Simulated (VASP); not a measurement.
# As (Fm-3m) in VASP: further runs

The runs below take As through single point, with PBE.

Everything below comes from runs of VASP 6.6.1. Logs are shortened: lines on timing, memory, paths and dates and some standing lists are left out, and cuts for length are marked.

## 1. The cell of the first run

Symmetry: Fm-3m, No. 225, cubic system. The conventional cell has a = 3.799 Å, b = 3.799 Å, c = 3.799 Å, α = 90.00°, β = 90.00°, γ = 90.00°. Within 3.5 Å of As (site symmetry m-3m) lie 12 As at 2.69 Å.

## 2. Single point, PBE

File INCAR:

```
SYSTEM = As
PREC = Accurate ; ENCUT = 520
EDIFF = 1E-7 ; ISMEAR = -1
SIGMA = 0.08 ; LREAL = .FALSE.
LASPH = .TRUE. ; NELM = 80
ALGO = Normal ; ISIF = 2
LWAVE = .FALSE. ; LCHARG = .FALSE.
GGA = PE ; NBANDS = 8
```

File KPOINTS:

```
Automatic mesh
0
G
  17 17 17
  0 0 0
```

File POSCAR:

```
As
1.0
    0.0000000000      1.8995602850      1.8995602850
    1.8995602850      0.0000000000      1.8995602850
    1.8995602850      1.8995602850      0.0000000000
As
1
Direct
    0.0000000000      0.0000000000      0.0000000000
```

Potentials or basis: VASP PAW PBE potentials, release 64 (As).

The run is started by

```console
cat potpaw_PBE.64/As/POTCAR > POTCAR
mpirun -np 1 vasp_std > vasp.out
```

OUTCAR:

```text
SYSTEM = As
   PREC = Accurate
   ENCUT = 520
   EDIFF = 1E-7
   ISMEAR = -1
   LREAL = .FALSE.
   LASPH = .TRUE.
   NELM = 80
   ISIF = 2
   GGA = PE

 ion  position               nearest neighbor table
   1  0.000  0.000  0.000-

  LATTYP: Found a face centered cubic cell.
 ALAT       =     3.7991205700

  Lattice vectors:

 A1 = (   0.0000000000,   1.8995602850,   1.8995602850)
 A2 = (   1.8995602850,   0.0000000000,   1.8995602850)
 A3 = (   1.8995602850,   1.8995602850,   0.0000000000)

Analysis of symmetry for initial positions (statically):
=====================================================================
 Subroutine PRICEL returns:
 Original cell was already a primitive cell.

 Routine SETGRP: Setting up the symmetry group for a
 face centered cubic supercell.

 Subroutine GETGRP returns: Found 48 space group operations
 (whereof 48 operations were pure point group operations)
 out of a pool of 48 trial point group operations.

The static configuration has the point symmetry O_h .

Analysis of symmetry for dynamics (positions and initial velocities):
=====================================================================
 Subroutine PRICEL returns:
 Original cell was already a primitive cell.

 Routine SETGRP: Setting up the symmetry group for a
 face centered cubic supercell.

 Subroutine GETGRP returns: Found 48 space group operations
 (whereof 48 operations were pure point group operations)
 out of a pool of 48 trial point group operations.

The dynamic configuration has the point symmetry O_h .

 Subroutine INISYM returns: Found 48 space group operations
 (whereof 48 operations are pure point group operations),
 and found     1 'primitive' translations

----------------------------------------------------------------------------------------

                                     Primitive cell

  volume of cell :      13.7085

  direct lattice vectors                    reciprocal lattice vectors
     0.000000000  1.899560285  1.899560285    -0.263218811  0.263218811  0.263218811
     1.899560285  0.000000000  1.899560285     0.263218811 -0.263218811  0.263218811
     1.899560285  1.899560285  0.000000000     0.263218811  0.263218811 -0.263218811

  length of vectors
     2.686383918  2.686383918  2.686383918     0.455908354  0.455908354  0.455908354

  position of ions in fractional coordinates (direct lattice)
     0.000000000  0.000000000  0.000000000

[... 69 lines left out ...]
   ISPIN  =      1    spin polarized calculation?
   LNONCOLLINEAR =      F non collinear calculations
   LSORBIT =      F    spin-orbit coupling
   LASPH  =      T    aspherical Exc in radial PAW
   ENCUT  =  520.0 eV  38.22 Ry    6.18 a.u.   4.99  4.99  4.99*2*pi/ulx,y,z
   NELM   =     80;   NELMIN=  2; NELMDL= -5     # of ELM steps
   EDIFF  = 0.1E-06   stopping-criterion for ELM
   LREAL  =      F    real-space projection
   EDIFFG = 0.1E-05   stopping-criterion for IOM
   NSW    =      0    number of steps for IOM
   IBRION =     -1    ionic relax: 0-MD 1-quasi-New 2-CG
   NFREE  =      0    steps in history (QN), initial steepest desc. (CG)
   ISIF   =      2    stress and relaxation
   ISYM   =      2    0-nonsym 1-usesym 2-fastsym
   POTIM  = 0.5000    time-step for ionic-motion
   TEBEG  =    0.0;   TEEND  =   0.0 temperature during run
   PSTRESS=    0.0 pullay stress
   NELECT =       5.0000    total number of electrons
   NUPDOWN=      -1.0000    fix difference up-down
   EMIN   =  10.00;   EMAX   =-10.00  energy-range for DOS
   EFERMI =   0.00;   METHOD = LEGACY
   ISMEAR =    -1;   SIGMA  =   0.08  broadening in eV -4-tet -1-fermi 0-gaus
   EFERMI_NEDOS =   21; number of points for ismear=-14 and -15
   IALGO  =     38    algorithm
   IMIX   =      4    mixing-type and parameters
     AMIX     =   0.40;   BMIX     =  1.00
     AMIX_MAG =   1.60;   BMIX_MAG =  1.00
  volume/ion in A,a.u.               =      13.71        92.51
  Fermi-wavevector in a.u.,A,eV,Ry     =   1.169684  2.210382 18.614945  1.368160
  Thomas-Fermi vector in A             =   2.306153
   LORBIT       =      0    0 simple, 1 ext, 2 COOP (PROOUT), +10 PAW based schemes
   GGA     = PE    functional components
   LHFCALC =     F    Hartree Fock is set to
   AEXX    =    0.0000 exact exchange contribution
   IVDW    =     0    specifies the selected vdW correction
   LEPSILON=     F    determine dielectric tensor
   LRPA    =     F    only Hartree local field effects (RPA)
 non-spin polarized calculation
  energy-cutoff  :      520.00
  volume of cell :       13.71
 maximum number of plane-waves:       379
   NGX =  9   NGY =  9   NGZ =  9

 number of electron       4.9999999 magnetization

 Free energy of the ion-electron system (eV)
  ---------------------------------------------------
  ext. energy  EPLUGINS =         0.00000000
  ---------------------------------------------------
  free energy    TOTEN  =        -3.38540129 eV

  energy without entropy =       -3.37486987  energy(sigma->0) =       -3.38013558

 E-fermi :  10.9335     XC(G=0): -12.2855

 val. band max:       10.8596402460   @ k =  -0.4706   0.4706   0.0588
 cond. band min:      10.9463804976   @ k =  -0.4118   0.4706   0.0588
 fundamental gap:      0.0867402516
 Fermi energy:        10.9335069734

 k-point     1 :       0.0000    0.0000    0.0000
  band No.  band energies     occupation
      1      -7.8062      2.00000
      2      19.7209      0.00000
      3      19.7209      0.00000
      4      19.7209      0.00000
      5      24.6495      0.00000
      6      24.6495      0.00000
      7      24.6495      0.00000
      8      26.5973      0.00000
[... 243 lines left out ...]
 k-point    24 :      -0.1176    0.0588    0.0000
  band No.  band energies     occupation
      1      -7.1240      2.00000
      2      15.1915      0.00000
      3      17.1814      0.00000
      4      19.6057      0.00000
      5      24.0052      0.00000
      6      25.3676      0.00000
      7      26.7809      0.00000
      8      28.4148      0.00000

 [... further k-points ...]
[... 5 lines left out ...]
  --------------------------------------------------------------------------------------
  -------------------------------------------------------------------------------------
  Total        4.8819464      4.8819464      4.8819464      0.0000000      0.0000000     -0.0000000
  in kB      570.5771147    570.5771147    570.5771147      0.0000000      0.0000000     -0.0000000
  external PRESSURE =     570.5771147 kB  Pullay stress =       0.0000000 kB

 VOLUME and BASIS-vectors are now :
 -----------------------------------------------------------------------------
  energy-cutoff  :      520.00
  volume of cell :       13.71
      direct lattice vectors                 reciprocal lattice vectors
     0.000000000  1.899560285  1.899560285    -0.263218811  0.263218811  0.263218811
     1.899560285  0.000000000  1.899560285     0.263218811 -0.263218811  0.263218811
     1.899560285  1.899560285  0.000000000     0.263218811  0.263218811 -0.263218811

 POSITION                                       TOTAL-FORCE (eV/Angst)
 -----------------------------------------------------------------------------------
      0.00000      0.00000      0.00000         0.000000      0.000000     -0.000000
 -----------------------------------------------------------------------------------
    total drift:                                0.000000      0.000000     -0.000000

  FREE ENERGIE OF THE ION-ELECTRON SYSTEM (eV)
  ---------------------------------------------------
  free  energy   TOTEN  =        -3.3854012943 eV

  energy  without entropy=       -3.3748698697  energy(sigma->0) =       -3.38013558
```

OSZICAR:

```text
N       E                     dE             d eps       ncg     rms          rms(c)
DAV:   1     0.295674003006E+01    0.29567E+01   -0.23965E+03  2672   0.492E+02
DAV:   2    -0.336098638798E+01   -0.63177E+01   -0.61010E+01  3752   0.511E+01
DAV:   3    -0.340008611182E+01   -0.39100E-01   -0.38989E-01  2992   0.431E+00
DAV:   4    -0.340009876671E+01   -0.12655E-04   -0.12654E-04  4216   0.856E-02
DAV:   5    -0.340009876747E+01   -0.76562E-09   -0.79794E-09  3064   0.437E-04    0.360E+00
DAV:   6    -0.339074358017E+01    0.93552E-02   -0.46272E-04  3312   0.150E-01    0.215E+00
DAV:   7    -0.338539835897E+01    0.53452E-02   -0.12032E-03  3128   0.235E-01    0.333E-02
DAV:   8    -0.338540180228E+01   -0.34433E-05   -0.21889E-05  4192   0.408E-02    0.117E-02
DAV:   9    -0.338540120994E+01    0.59233E-06   -0.70724E-07  3224   0.631E-03    0.135E-03
DAV:  10    -0.338540135051E+01   -0.14056E-06   -0.18802E-08  2216   0.939E-04    0.499E-04
DAV:  11    -0.338540129428E+01    0.56227E-07   -0.19409E-09  1656   0.319E-04
   1 F= -.33854013E+01 E0= -.33801356E+01  d E =-.105314E-01
```

stdout:

```text
POSCAR found type information on POSCAR As
 POSCAR found :  1 types and       1 ions
 scaLAPACK will be used
 LDA part: xc-table for (Slater+PW92), standard interpolation
 POSCAR, INCAR and KPOINTS ok, starting setup
 FFT: planning ... GRIDC
 FFT: planning ... GRID_SOFT
 FFT: planning ... GRID
 WAVECAR not read
 entering main loop
```

It took 6.2 s on 1 thread of Intel Xeon 6975P-C (Granite Rapids), shared host; peak memory 0.13 GiB.

What came out:

* Free energy: -3.3854 eV
* Pressure: 57.1 GPa

(Continued in part 2 of 2.)
